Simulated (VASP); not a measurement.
Input of a VASP 6.6.1 run:

INCAR

```
SYSTEM = Sn2PbO3
PREC     = Accurate       ! precision mode
ENCUT    = 520            ! plane-wave cutoff, eV
EDIFF    = 1E-6           ! SCF threshold, eV
ISMEAR   = 0              ! smearing method
SIGMA    = 0.1            ! smearing width, eV
LREAL    = .False.        ! projectors in reciprocal space
LASPH    = .True.         ! aspherical terms in the spheres
NELM     = 100            ! most SCF steps
ALGO     = Normal         ! electronic algorithm
ISIF     = 2              ! what is computed and relaxed
LWAVE    = .False.        ! write WAVECAR
LCHARG   = .False.        ! write CHGCAR
GGA      = PE             ! functional
NBANDS   = 72             ! bands
```

KPOINTS

```
regular mesh
0
Gamma
  4 4 1
  0 0 0
```

The input POSCAR:

```
Sn2PbO3
1.0
    3.9238350161      0.0000000000      0.0000000000
    0.0000000000      3.9238350161      0.0000000000
    0.0000000000      0.0000000000     15.9030757944
Sn Pb O
4 2 6
Direct
    0.0000000000      0.5000000000      0.0719113871
    0.0000000000      0.5000000000      0.4124413877
    0.5000000000      0.0000000000      0.9280886129
    0.5000000000      1.0000000000      0.5875586123
    0.0000000000      0.5000000000      0.7372988460
    0.5000000000      1.0000000000      0.2627011540
    0.0000000000      1.0000000000      0.6588898659
    1.0000000000      0.0000000000      1.0000000000
    0.0000000000      0.0000000000      0.3411101341
    0.5000000000      0.5000000000      0.6588898659
    0.5000000000      0.5000000000      0.0000000000
    0.5000000000      0.5000000000      0.3411101341
```

Potentials or basis: VASP PAW PBE potentials, release 64 (Sn_d, Pb_d, O).

Launch:

```console
$ cat potpaw_PBE.64/Sn_d/POTCAR potpaw_PBE.64/Pb_d/POTCAR potpaw_PBE.64/O/POTCAR > POTCAR
$ mpirun -np 1 vasp_std > vasp.out
```

What does it give for the band gap on the k mesh?

0.76 eV, indirect (least direct gap 1.23 eV).

What does it give for the pressure?

0.2 GPa.

Forces in eV/Å, atoms in the order of the input:
```
Sn   0.000  0.000  0.055
Sn   0.000  0.000  0.068
Sn   0.000  0.000 -0.055
Sn   0.000  0.000 -0.068
Pb   0.000  0.000  0.035
Pb   0.000  0.000 -0.035
O    0.000  0.000  0.016
O    0.000  0.000  0.000
O    0.000  0.000 -0.016
O    0.000  0.000  0.016
O    0.000  0.000  0.000
O    0.000  0.000 -0.016
```

Caveat: spin-orbit coupling is left out, which moves the levels of the heavy elements. A k mesh can miss the band edges.
